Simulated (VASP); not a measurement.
Write the native input for VASP 6.6.1 that does the following.

```
Task                   : single point
Functional             : PBEsol
Potentials or basis    : VASP PAW PBE potentials, release 64 (Cu, B)
Cutoff                 : 520 eV
k mesh                 : 12 × 12 × 10
Occupations            : gaussian, width 0.05 eV
Spin                   : no spin polarisation
Dipole correction      : no
Further INCAR settings : ALGO = Normal; EDIFF = 1e-07; NBANDS = 16
```

The structure of CuB2 lies in POSCAR:

```
CuB2
1.0
    2.9981691311      0.0000000000      0.0000000000
   -1.4990845655      2.5964906324      0.0000000000
    0.0000000000      0.0000000000      3.3703714887
Cu B
1 2
Direct
    0.0000000000      0.0000000000      0.0000000000
    0.3333333333      0.6666666667      0.5000000000
    0.6666666667      0.3333333333      0.5000000000
```

This cell differs from its parent crystal: volume scaled by 1.040.

These files were run (other wordings do the same):

INCAR

```
SYSTEM = CuB2
PREC = Accurate ; ENCUT = 520
EDIFF = 1E-7 ; ISMEAR = 0
SIGMA = 0.05 ; LREAL = .False.
LASPH = .True. ; NELM = 100
ALGO = Normal ; ISIF = 2
LWAVE = .False. ; LCHARG = .False.
GGA = PS ; NBANDS = 16
```

KPOINTS

```
regular mesh
0
Gamma
  12 12 10
  0 0 0
```

Potentials or basis: VASP PAW PBE potentials, release 64 (Cu, B).

Command:

```bash
$ cat potpaw_PBE.64/Cu/POTCAR potpaw_PBE.64/B/POTCAR > POTCAR
$ mpirun -np 1 vasp_std > vasp.out
```

Results of the run:

- Pressure: -6.1 GPa

Caveat: the PAW data sets were made with another functional, which shifts forces and pressure a little.

Run time: 20 s on 1 thread of Intel(R) Xeon(R) 6975P-C (Granite Rapids) (shared host), peak memory 0.17 GiB.
